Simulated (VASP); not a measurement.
Here is a VASP 6.6.1 calculation.

POSCAR

```
SnO2
1.0
    4.7605590414      0.0000000000      0.0000000000
    0.0000000000      4.7605590414      0.0000000000
    0.0000000000      0.0000000000      3.2000977422
Sn O
2 4
Direct
    0.5000000000      0.5000000000      0.5000000000
    0.0000000000      0.0000000000      0.0000000000
    0.1941204007      0.8058795993      0.5000000000
    0.8058795993      0.1941204007      0.5000000000
    0.3058795993      0.3058795993      0.0000000000
    0.6941204007      0.6941204007      0.0000000000
```

INCAR.step1

```
SYSTEM = SnO2
ALGO = Normal
EDIFF = 1E-4
ENCUT = 520
GGA = PE
ISMEAR = -1
LASPH = .True.
LCHARG = .False.
LREAL = .False.
LWAVE = .True.
NBANDS = 35
NELM = 80
PREC = Accurate
SIGMA = 0.02
```

INCAR.step2

```
SYSTEM = SnO2
ALGO = Normal
EDIFF = 1E-6
ENCUT = 520
ISIF = 2
ISMEAR = -1
ISTART = 1
LASPH = .True.
LCHARG = .True.
LELF = .True.
LMIXTAU = .True.
LREAL = .False.
LVHAR = .True.
LWAVE = .False.
METAGGA = R2SCAN
NBANDS = 35
NELM = 80
PREC = Accurate
SIGMA = 0.02
```

KPOINTS

```
k-points
0
Gamma
  6 6 8
  0 0 0
```

Potentials or basis: VASP PAW PBE potentials, release 64 (Sn_d, O).

Command:

```bash
$ cat potpaw_PBE.64/Sn_d/POTCAR potpaw_PBE.64/O/POTCAR > POTCAR
$ cp INCAR.step1 INCAR
$ mpirun -np 1 vasp_std > vasp.out
$ cp INCAR.step2 INCAR
$ mpirun -np 1 vasp_std > vasp.out
```

Question: Estimate the pressure.

Answer: 1.1 GPa.

Question: Estimate the band gap on the k mesh.

Answer: 1.79 eV.

Stress tensor (GPa, compression positive):
```
0.90 0.00 0.00
0.00 0.90 0.00
0.00 0.00 1.47
```

Caveat: the PAW data sets were made with another functional, which shifts forces and pressure a little; spin-orbit coupling is left out, which moves the levels of the heavy elements.
